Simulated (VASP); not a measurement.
A run of VASP 6.6.1:

The input INCAR:

```
SYSTEM = AlAs
PREC     = Accurate       ! precision mode
ENCUT    = 500            ! plane-wave cutoff, eV
EDIFF    = 1E-6           ! SCF threshold, eV
ISMEAR   = 0              ! smearing method
SIGMA    = 0.1            ! smearing width, eV
LREAL    = .False.        ! projectors in reciprocal space
LASPH    = .True.         ! aspherical terms in the spheres
NELM     = 120            ! most SCF steps
ALGO     = Normal         ! electronic algorithm
ISIF     = 2              ! what is computed and relaxed
LWAVE    = .False.        ! write WAVECAR
LCHARG   = .False.        ! write CHGCAR
GGA      = PE             ! functional
IVDW     = 12             ! dispersion correction
NBANDS   = 11             ! bands
GGA_COMPAT= .False.
```

Contents of KPOINTS:

```
Automatic mesh
0
Gamma
  1 1 1
  0.5 0.5 0
```

POSCAR

```
AlAs
1.0
    0.0000000000      2.8379008005      2.8379008005
    2.8379008005      0.0000000000      2.8379008005
    2.8379008005      2.8379008005      0.0000000000
Al As
1 1
Direct
    0.0000000000      0.0000000000      0.0000000000
    0.7500000000      0.7500000000      0.7500000000
```

Potentials or basis: VASP PAW PBE potentials, release 64 (Al, As).

Command:

```console
$ cat potpaw_PBE.64/Al/POTCAR potpaw_PBE.64/As/POTCAR > POTCAR
$ mpirun -np 1 vasp_std > vasp.out
```

Hardware: 1 thread of Intel Xeon 8259CL, on a shared host.

**Question.** Estimate the wall time of this run.

**Answer.** It took 6.9 s on 1 thread of Intel Xeon 8259CL (shared host), peak memory 0.17 GiB. Counts: scf iterations 12, k points 1.
